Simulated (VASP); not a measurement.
Here is a VASP 6.6.1 calculation.

The input INCAR:

```
SYSTEM = EuBe2
PREC     = Accurate       ! precision mode
ENCUT    = 520            ! plane-wave cutoff, eV
EDIFF    = 1E-6           ! SCF threshold, eV
ISMEAR   = 0              ! smearing method
SIGMA    = 0.1            ! smearing width, eV
LREAL    = .FALSE.        ! projectors in reciprocal space
LASPH    = .TRUE.         ! aspherical terms in the spheres
NELM     = 150            ! most SCF steps
ALGO     = Normal         ! electronic algorithm
ISIF     = 2              ! what is computed and relaxed
LWAVE    = .FALSE.        ! write WAVECAR
LCHARG   = .FALSE.        ! write CHGCAR
ISPIN    = 2              ! spin polarisation
MAGMOM   = 7 7 0 0 0 0    ! initial moments
LORBIT   = 11             ! projections on sites
LMAXMIX  = 6              ! l up to which the mixer works
GGA      = PE             ! functional
NBANDS   = 34             ! bands
```

KPOINTS

```
Automatic mesh
0
G
  4 4 4
  0 0 0
```

The input POSCAR:

```
EuBe2
1.0
    0.0000000000      3.6433169832      3.6433169832
    3.6433169832      0.0000000000      3.6433169832
    3.6433169832      3.6433169832      0.0000000000
Eu Be
2 4
Direct
    0.0000000000      0.0000000000      0.0000000000
    0.2500000000      0.2500000000      0.2500000000
    0.6250000000      0.6250000000      0.6250000000
    0.1250000000      0.6250000000      0.6250000000
    0.6250000000      0.1250000000      0.6250000000
    0.6250000000      0.6250000000      0.1250000000
```

Potentials or basis: VASP PAW PBE potentials, release 64 (Eu, Be).

The run is started by

```sh
$ cat potpaw_PBE.64/Eu/POTCAR potpaw_PBE.64/Be/POTCAR > POTCAR
$ mpirun -np 1 vasp_std > vasp.out
```

(1) What does it give for the net moment?

(2) What does it give for the pressure?

(3) What does it give for the site moments?

Answers

(1) 13.52 μB per cell.

(2) -0.3 GPa.

(3) Eu +6.44; Be -0.01 μB.

Caveat: the k points lie up to 0.37 Å⁻¹ apart.
